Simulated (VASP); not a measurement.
# Be: single point with BLYP

The system is Be.

```
Be
1.0
     0.00000    2.48573    2.48573
     2.48573    0.00000    2.48573
     2.48573    2.48573    0.00000
Be
2
Direct
  0.12500 0.12500 0.12500
  0.87500 0.87500 0.87500
```

| Quantity | Value |
| --- | --- |
| Program | VASP 6.6.1 |
| Task | single point |
| Functional | BLYP |
| Potentials or basis | VASP PAW PBE potentials, release 64 (Be) |
| Cutoff | 520 eV |
| k mesh | 12 × 12 × 12 |
| Occupations | fermi-dirac, width 0.1 eV |
| Spin | no spin polarisation |

```
Pressure               : 0.0 GPa
Band gap on the k mesh : zero (band 2 reaches 6.38 eV, above the bottom of band 3 at 0.79 eV)
```

Levels at points of the mesh, in eV from the Fermi level:
| k point | band 1 | band 2 | band 3 | band 4 | band 5 | band 6 |
| --- | --- | --- | --- | --- | --- | --- |
| (0.00, 0.00, 0.00) | -6.99 | 4.43 | 4.43 | 4.43 | 7.11 | 7.11 |
| (0.50, 0.00, 0.00) | -3.64 | -3.22 | 2.81 | 2.81 | 8.36 | 8.36 |
| (0.50, 0.50, 0.00) | -2.33 | -2.33 | 0.70 | 0.70 | 6.30 | 6.30 |

It took 26 s on 1 thread of Intel Xeon 6975P-C (shared host), peak memory 0.15 GiB.

Caveat: the PAW data sets were made with another functional, which shifts forces and pressure a little.
